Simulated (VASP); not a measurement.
Set up this calculation in VASP 6.6.1, as the native input.

```
Task                   : single point
Functional             : PBE
Potentials or basis    : VASP PAW PBE potentials, release 64 (Pt)
Cutoff                 : 520 eV
k mesh                 : 10 × 10 × 10
Occupations            : gaussian, width 0.1 eV
Spin                   : no spin polarisation
Dipole correction      : no
Further INCAR settings : ALGO = Fast; EDIFF = 1e-06; NBANDS = 39
```

The structure of Pt lies in POSCAR:

```
Pt
1.0
    0.0000000000      3.6876230704      3.6876230704
    3.6876230704      0.0000000000      3.6876230704
    3.6876230704      3.6876230704      0.0000000000
Pt
6
Direct
    0.6250000000      0.1250000000      0.6250000000
    0.6250000000      0.6250000000      0.1250000000
    0.6250000000      0.6250000000      0.6250000000
    0.1250000000      0.6250000000      0.6250000000
    0.0000000000      0.0000000000      0.0000000000
    0.2500000000      0.2500000000      0.2500000000
```

One way to write it, as run:

INCAR

```
  PREC = Accurate
  ENCUT = 520
  EDIFF = 1E-6
  ISMEAR = 0
  SIGMA = 0.1
  LREAL = False
  LASPH = True
  NELM = 100
  ALGO = Fast
  ISIF = 2
  LWAVE = False
  LCHARG = False
  GGA = PE
  NBANDS = 39
```

KPOINTS

```
regular mesh
0
Gamma
  10 10 10
```

Potentials or basis: VASP PAW PBE potentials, release 64 (Pt).

Command:

```bash
$ cat potpaw_PBE.64/Pt/POTCAR > POTCAR
$ mpirun -np 1 vasp_std > vasp.out
```

It gave:

```yaml
Pressure: -0.4 GPa
Band_gap_on_the_k_mesh: zero (band 30 reaches 10.67 eV, above the bottom of band 31 at 9.13 eV)
```

Caveat: spin-orbit coupling is left out, which moves the levels of the heavy elements.

Run time: 87 s on 1 thread of Intel(R) Xeon(R) 6975P-C (Granite Rapids) (shared host), peak memory 0.31 GiB.
